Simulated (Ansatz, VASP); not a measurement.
**LiCl in VASP and in Ansatz**

INCAR

```
  PREC = Accurate
  ENCUT = 520
  EDIFF = 1E-7
  ISMEAR = 0
  SIGMA = 0.05
  LREAL = F
  LASPH = T
  NELM = 60
  ALGO = Normal
  ISIF = 2
  LWAVE = F
  LCHARG = F
  GGA = PE
  NBANDS = 12
```

Contents of KPOINTS:

```
regular mesh
0
Gamma
  8 8 8
```

File POSCAR:

```
LiCl
1.0
    0.0000000000      2.5006410000      2.4365220000
    2.5006410000      0.0000000000      2.4365220000
    2.5006410000      2.5006410000      0.0000000000
Li Cl
1 1
Direct
    0.0000000000      0.0000000000      0.0000000000
    0.5000000000      0.5000000000      0.5000000000
```

Input for Ansatz:

```yaml
crystal:
  lattice:
    - [0.0, 2.500641, 2.436522]
    - [2.500641, 0.0, 2.436522]
    - [2.500641, 2.500641, 0.0]
  atoms:
    - { symbol: Li, position: [0.0, 0.0, 0.0] }
    - { symbol: Cl, position: [0.5, 0.5, 0.5] }
basis:
  ecutwfc: 420
kpoints:
  mp_grid: { grid: [8, 8, 8] }
hamiltonian:
  xc: pbe
scf:
  occupations: { method: gaussian, width: 0.05 }
output:
  forces: true
  stress: true
  eigenvalues: true
```

Change from the starting cell: strain -0.025 along x and y, -0.050 along z, atoms carried along.

Alike in both runs: task single point; functional PBE; k mesh 8 × 8 × 8; occupations gaussian, width 0.05 eV; no spin polarisation.

```csv
,VASP,Ansatz
version,VASP 6.6.1,Ansatz 0.2.0
potentials or method,"VASP PAW PBE potentials, release 64 (Li_sv, Cl), cutoff 520 eV","scalar-relativistic, plane waves, PAW"
valence electrons in the cell,10,10
```

VASP gave:

| Property | Result |
| --- | --- |
| gap on the k mesh at the Fermi level (eV) | 6.83 |
| least direct gap on the mesh (eV) | 6.95 |

Problem. Estimate Ansatz's values.

Solution. gap on the k mesh at the Fermi level (eV): 6.81; least direct gap on the mesh (eV): 6.93.

With one functional, cell and mesh, what is left measures potentials, basis and numerics.

Noted on VASP's run: the cutoff is under 1.25 times that of the potentials, so the pressure is a little rough.
